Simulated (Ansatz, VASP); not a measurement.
# One calculation of Te2Mo, two programs

INCAR

```
PREC = Accurate ; ENCUT = 520
EDIFF = 1E-6 ; ISMEAR = 0
SIGMA = 0.05 ; LREAL = F
LASPH = T ; NELM = 150
ALGO = Normal ; ISIF = 2
LWAVE = F ; LCHARG = F
ISPIN = 2 ; MAGMOM = 0 0 0 0 2 2
LORBIT = 11 ; LMAXMIX = 4
LDAU = T ; LDAUTYPE = 2
LDAUL = -1 2 ; LDAUU = 0 7
LDAUJ = 0 0 ; LDAUPRINT = 1
GGA = PS ; NBANDS = 39
```

Contents of KPOINTS:

```
regular mesh
0
Gamma
  6 6 2
```

Contents of POSCAR:

```
Te2Mo
1.0
    3.5181997400      0.0000000000      0.0000000000
   -1.7590998700      3.0468503500      0.0000000000
    0.0000000000      0.0000000000     13.9735999500
Te Mo
4 2
Direct
    0.3333333333      0.6666666667      0.6210000000
    0.6666666667      0.3333333333      0.1210000000
    0.3333333333      0.6666666667      0.8790000000
    0.6666666667      0.3333333333      0.3790000000
    0.3333333333      0.6666666667      0.2500000000
    0.6666666667      0.3333333333      0.7500000000
```

Input for Ansatz:

```yaml
crystal:
  lattice:
    - [3.51819974, 0.0, 0.0]
    - [-1.75909987, 3.04685035, 0.0]
    - [0.0, 0.0, 13.97359995]
  atoms:
    - { symbol: Te, position: [0.3333333333, 0.6666666667, 0.621] }
    - { symbol: Te, position: [0.6666666667, 0.3333333333, 0.121] }
    - { symbol: Te, position: [0.3333333333, 0.6666666667, 0.879] }
    - { symbol: Te, position: [0.6666666667, 0.3333333333, 0.379] }
    - { symbol: Mo, position: [0.3333333333, 0.6666666667, 0.25], spin: 2.0 }
    - { symbol: Mo, position: [0.6666666667, 0.3333333333, 0.75], spin: 2.0 }
basis:
  ecutwfc: 420
  ecutrho_ratio: 4
kpoints:
  mp_grid: { grid: [6, 6, 2] }
hamiltonian:
  xc: pbesol
  hubbard:
    sites: [{ site: 4, l: d, u_eff: 7.0 }, { site: 5, l: d, u_eff: 7.0 }]
scf:
  occupations: { method: gaussian, width: 0.05 }
  lower_state_search: "off"
  max_iter: 150
output:
  forces: true
  stress: true
  eigenvalues: true
  populations: true
  hubbard: { sites: [{ site: 4, l: d }, { site: 5, l: d }] }
magnetization:
  spin_polarized: true
```

Alike in both runs: task single point; functional PBEsol; k mesh 6 × 6 × 2; occupations gaussian, width 0.05 eV; collinear spin; Hubbard terms Mo d U = 7.0 eV.

```csv
,VASP,Ansatz
version,VASP 6.6.1,Ansatz 0.2.0
potentials or method,"VASP PAW PBE potentials, release 64 (Te, Mo_sv), cutoff 520 eV","scalar-relativistic, plane waves, PAW"
valence electrons in the cell,52,92
```

|  | VASP | Ansatz | Ansatz less VASP |
| --- | --- | --- | --- |
| pressure (GPa) | 1.5 | 14.6 | +13.09 |
| traceless stress, the component that is largest in VASP (GPa) | 1.05 | 0.40 | -0.650 |
| rms of the force components (eV/Å) | 0.156 | 0.865 | +0.7089 |
| net moment per atom (μB) | 0.00 | 0.79 | +0.787 |
| size of the moment on the site where the two differ most (μB) | 0.00 | 2.50 | +2.497 |

The net moments are unlike, so the other rows may belong to different states. VASP's potentials were made for PBE, not for PBEsol. Site moments also hang on the region over which each program counts them. The programs project onto different local orbitals, so the same U acts differently, and such runs can settle in different states. Atom by atom the forces differ by 0.709 eV/Å (rms over components). VASP's potentials hold 52 valence electrons a cell and Ansatz's 92, so a difference there can come from the potentials and not from the codes. Ansatz's warnings: filled band counts differ across k points.

Spin-orbit coupling is off throughout.
